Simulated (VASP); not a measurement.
A run of VASP 6.6.1:

File INCAR:

```
  PREC = Accurate
  ENCUT = 520
  EDIFF = 1E-6
  ISMEAR = -1
  SIGMA = 0.1
  LREAL = False
  LASPH = True
  NELM = 80
  ALGO = Normal
  ISIF = 2
  LWAVE = False
  LCHARG = False
  GGA = CA
  NBANDS = 36
```

The input KPOINTS:

```
Automatic mesh
0
Gamma
  5 5 5
```

File POSCAR:

```
Sn3Bi
1.0
    0.0000000000      3.9162622998      3.9162622998
    3.9162622998      0.0000000000      3.9162622998
    3.9162622998      3.9162622998      0.0000000000
Sn Bi
3 1
Direct
    0.0000000000      0.0000000000      0.0000000000
    0.2500000000      0.2500000000      0.2500000000
    0.7500000000      0.7500000000      0.7500000000
    0.5000000000      0.5000000000      0.5000000000
```

Potentials or basis: VASP PAW LDA potentials, release 64 (Sn_d, Bi_d).

Run with:

```sh
$ cat potpaw_LDA.64/Sn_d/POTCAR potpaw_LDA.64/Bi_d/POTCAR > POTCAR
$ mpirun -np 1 vasp_std > vasp.out
```

Hardware: 1 thread of Intel Xeon 6975P-C (shared host).

Q: How long does it take, and how much memory?

A: It took 39 s on 1 thread of Intel Xeon 6975P-C, on a shared host, peak memory 0.22 GiB. Counts: scf iterations 11, k points 10.
